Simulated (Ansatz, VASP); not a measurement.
# One calculation of MgO, two programs

INCAR

```
PREC = Accurate
ENCUT = 520
EDIFF = 1E-7
ISMEAR = 0
SIGMA = 0.05
LREAL = F
LASPH = T
NELM = 100
ALGO = Normal
ISIF = 2
LWAVE = F
LCHARG = F
GGA = PS
NBANDS = 16
```

The input KPOINTS:

```
Automatic mesh
0
Gamma
  9 9 6
```

POSCAR

```
MgO
1.0
    3.1878000000      0.0000000000      0.0000000000
   -1.5939000000      2.7607157822      0.0000000000
    0.0000000000      0.0000000000      5.4209000000
Mg O
2 2
Direct
    0.3333333333      0.6666666667      0.0036583380
    0.6666666667      0.3333333333      0.5036583380
    0.3333333333      0.6666666667      0.4009416620
    0.6666666667      0.3333333333      0.9009416620
```

Input for Ansatz:

```yaml
crystal:
  lattice:
    - [3.1878, 0.0, 0.0]
    - [-1.5939, 2.7607157822, 0.0]
    - [0.0, 0.0, 5.4209]
  atoms:
    - { symbol: Mg, position: [0.3333333333, 0.6666666667, 0.003658338] }
    - { symbol: Mg, position: [0.6666666667, 0.3333333333, 0.503658338] }
    - { symbol: O, position: [0.3333333333, 0.6666666667, 0.400941662] }
    - { symbol: O, position: [0.6666666667, 0.3333333333, 0.900941662] }
basis:
  ecutwfc: 520.0
kpoints:
  mp_grid: { grid: [9, 9, 6] }
hamiltonian:
  xc: pbesol
  pseudopotentials: { kind: paw, azcp: { folder: soft_1 } }
scf:
  occupations: { method: gaussian, width: 0.05 }
output:
  forces: true
  stress: true
  eigenvalues: true
```

Alike in both runs: task single point; functional PBEsol; k mesh 9 × 9 × 6; occupations gaussian, width 0.05 eV; no spin polarisation.

```csv
,VASP,Ansatz
version,VASP 6.6.1,Ansatz 0.2.0
potentials or method,"VASP PAW PBE potentials, release 64 (Mg, O), cutoff 520 eV","scalar-relativistic, plane waves, PAW"
valence electrons in the cell,16,32
```

|  | VASP | Ansatz | Ansatz less VASP |
| --- | --- | --- | --- |
| gap on the k mesh at the Fermi level (eV) | 3.51 | 3.51 | +0.003 |
| least direct gap on the mesh (eV) | 3.51 | 3.51 | +0.003 |
| pressure (GPa) | 2.3 | 2.6 | +0.22 |
| traceless stress, the component that is largest in VASP (GPa) | -13.30 | -13.10 | +0.203 |
| rms of the force components (eV/Å) | 0.455 | 0.447 | -0.0076 |

VASP's potentials were made for PBE, not for PBEsol, and Ansatz warns of the same on its side. Atom by atom the forces differ by 0.008 eV/Å (rms over components). VASP's potentials hold 16 valence electrons a cell and Ansatz's 32, so a difference there can come from the potentials and not from the codes.
